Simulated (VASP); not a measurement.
Runs of VASP 6.6.1 on LuGa2Os2. It takes space group I4/mmm (No. 139, tetragonal). Conventional cell: a = 4.236 Å, b = 4.236 Å, c = 9.843 Å, α = 90.00°, β = 90.00°, γ = 90.00°. Os (site symmetry -4m2) has 4 Ga at 2.45 Å and 4 Os at 2.99 Å and 4 Lu at 3.25 Å within 3.3 Å. Lu (site symmetry 4/mmm) has 10 Ga at 3.24 to 3.69 Å and 8 Os at 3.25 Å and 4 Lu at 4.24 Å within 4.3 Å. Within 3.3 Å of Ga (site symmetry 4mm) lie 4 Os at 2.45 Å and 1 Ga at 2.46 Å and 4 Lu at 3.24 Å. 

```tsv
level	spin	smearing	gap on the mesh (eV)	pressure (GPa)	largest force (eV/Å)
PBEsol	off	fermi-dirac 0.0497 eV	none	-3.1	0.45
RPBE	off	tetrahedron	none	6.1	0.77
revPBE	collinear	fermi-dirac 0.0497 eV	none	(a)	0.70
PBEsol	off	tetrahedron	none	-2.9	0.45
```

Alike in all rows: task single point; potentials or basis VASP PAW PBE potentials, release 64 (Os, Lu, Ga_d); cell as given; k mesh 5 × 5 × 5; cutoff (eV) 520.

Task: Fill in the values left out.

Result: (a) 5.2.

Caveats: the PAW data sets were made with another functional, which shifts forces and pressure a little; spin-orbit coupling is left out, which moves the levels of the heavy elements; the cell stands under pressure (at least some runs); the cell stands under tension (at least some runs); tetrahedron occupations give inexact forces and stress in metals (at least some runs).

A k mesh can miss the band edges, and the runs leave out spin-orbit coupling on Ga, Lu, Os.

A gap of «none» marks levels without a gap at the run's occupations.
